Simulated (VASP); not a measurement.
Crystal: B.

```
B
1.0
     2.10059    0.00000    0.00000
    -1.05030    1.81917    0.00000
     0.00000    0.00000    3.43027
B
2
Direct
  0.33333 0.66667 0.25000
  0.66667 0.33333 0.75000
```

```yaml
Program: VASP 6.6.1
Task: relaxation of cell and atoms
Functional: PBEsol
Potentials_or_basis: VASP PAW PBE potentials, release 64 (B)
Cutoff: 600 eV
k_mesh: 17 × 17 × 9
Occupations: fermi-dirac, width 0.1 eV
Spin: no spin polarisation
```

At the start: pressure -22.1 GPa; volume 6.55 Å³/atom.

Task: How do energy, volume and symmetry change on relaxing?

Result: Over 29 steps the energy falls by 707.3 meV/atom and the volume is 7.67 Å³/atom (+17.0 %); space group P6_3/mmc (No. 194, to 0.05 Å).

The path:
| step | energy change (eV) | largest force (eV/Å) | pressure (GPa) | volume (Å³) |
| --- | --- | --- | --- | --- |
| 1 | 0.0000 | 0.0000 | -22.14 | 13.11 |
| 2 | -0.1314 | 0.0000 | 8.08 | 11.46 |
| 3 | -0.1337 | 0.0000 | 3.88 | 11.63 |
| 4 | -0.1786 | 0.0000 | 4.77 | 11.64 |
| 5 | -0.3590 | 0.0000 | 12.48 | 11.60 |
| 6 | -0.5228 | 0.0000 | 44.40 | 11.24 |
| 7 | -0.4521 | 0.0000 | 67.51 | 10.94 |
| 8 | 0.4544 | 0.0000 | 169.05 | 10.14 |
| 9 | -0.4324 | 0.0000 | 77.66 | 10.83 |
| 10 | -0.1963 | 0.0000 | 116.52 | 10.51 |
| 11 | -0.3827 | 0.0000 | 90.75 | 10.71 |
| 12 | -0.3849 | 0.0000 | 91.08 | 10.71 |
| 13 | -0.3905 | 0.0000 | 92.09 | 10.73 |
| 14 | -0.3986 | 0.0000 | 94.27 | 10.75 |
| 15 | -0.4046 | 0.0000 | 98.71 | 10.80 |
| 16 | -0.4188 | 0.0000 | 97.73 | 10.83 |
| 17 | -0.4604 | 0.0000 | 94.81 | 10.91 |
| 18 | -0.5405 | 0.0000 | 89.19 | 11.06 |
| 19 | -0.6881 | 0.0000 | 78.77 | 11.37 |
| 20 | -0.9352 | 0.0000 | 60.52 | 12.01 |
| 21 | -1.2589 | 0.0000 | 31.03 | 13.34 |
| 22 | -1.3897 | 0.0000 | -4.82 | 16.20 |
| 23 | -1.4082 | 0.0000 | 2.60 | 15.43 |
| 24 | -1.4081 | 0.0000 | 3.66 | 15.33 |
| 25 | -1.4111 | 0.0000 | 2.80 | 15.32 |
| 26 | -1.4146 | 0.0000 | 0.34 | 15.29 |
| 27 | -1.4146 | 0.0000 | 0.45 | 15.30 |
| 28 | -1.4146 | 0.0000 | 0.34 | 15.31 |
| 29 | -1.4146 | 0.0000 | 0.02 | 15.34 |

Final structure:
```yaml
crystal:
  lattice:
    - [1.71173, 0.00000, 0.00000]
    - [-0.85586, 1.48240, 0.00000]
    - [0.00000, 0.00000, 6.04504]
  atoms:
    - { symbol: B, position: [0.33333, 0.66667, 0.25000] }
    - { symbol: B, position: [0.66667, 0.33333, 0.75000] }
```

Caveat: the volume moved by over 15 % at a fixed basis, so the end points are rough; the PAW data sets were made with another functional, which shifts forces and pressure a little.
